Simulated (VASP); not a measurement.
An input for VASP 6.6.1 (BN):

Contents of INCAR:

```
SYSTEM = BN
  ALGO = Normal
  EDIFF = 1E-6
  ENCUT = 520
  GGA = PE
  ISIF = 2
  ISMEAR = 0
  LASPH = .True.
  LCHARG = .False.
  LREAL = .False.
  LWAVE = .False.
  NBANDS = 26
  NELM = 60
  PREC = Accurate
  SIGMA = 0.1
```

The input KPOINTS:

```
k-points
0
Gamma
  6 6 2
  0 0 0
```

POSCAR

```
BN
1.0
    2.5587537337      0.0000010415     -0.0000000296
   -1.2793759485      2.2159531637      0.0000032921
   -0.0000083397      0.0000104995      8.4086158735
B N
4 4
Direct
   -0.0000001015     -0.0000040096      0.0933822016
    0.0000020221      0.0000047582      0.5933819819
    0.3333353038      0.6666689775      0.3440705094
    0.6666658013      0.3333331341      0.8440705888
    0.0000000798      0.9999997539      0.4067365487
   -0.0000010837     -0.0000013031      0.9067367229
    0.3333330472      0.6666640394      0.1558108074
    0.6666649310      0.3333346495      0.6558106392
```

Potentials or basis: VASP PAW PBE potentials, release 64 (B, N).

Run with:

```sh
$ cat potpaw_PBE.64/B/POTCAR potpaw_PBE.64/N/POTCAR > POTCAR
$ mpirun -np 1 vasp_std > vasp.out
```

Question: Does this run start?

Answer: The run stopped without a result. It printed:

OUTCAR:

```text
SYSTEM = BN
   EDIFF = 1E-6
   ENCUT = 520
   GGA = PE
   ISIF = 2
   ISMEAR = 0
   LASPH = .True.
   LREAL = .False.
   NELM = 60
   PREC = Accurate
[... 53 lines left out ...]
|     E        R     R  R     R  O     O  R     R     ###     ###     ###     |
|     E        R     R  R     R  O     O  R     R     ###     ###     ###     |
|     EEEEE    RRRRRR   RRRRRR   O     O  RRRRRR       #       #       #      |
|     E        R   R    R   R    O     O  R   R                               |
|     E        R    R   R    R   O     O  R    R      ###     ###     ###     |
|     EEEEEEE  R     R  R     R  OOOOOOO  R     R     ###     ###     ###     |
|                                                                             |
|     VERY BAD NEWS! internal error in subroutine INVGRP: inverse of          |
|     rotation matrix was not found (increase SYMPREC) 2                      |
|                                                                             |
|       ---->  I REFUSE TO CONTINUE WITH THIS SICK JOB ... BYE!!! <----       |
|                                                                             |
 -----------------------------------------------------------------------------
```

On the terminal:

```text
POSCAR found type information on POSCAR B N
 POSCAR found :  2 types and       8 ions
[... 18 lines left out ...]

1
```
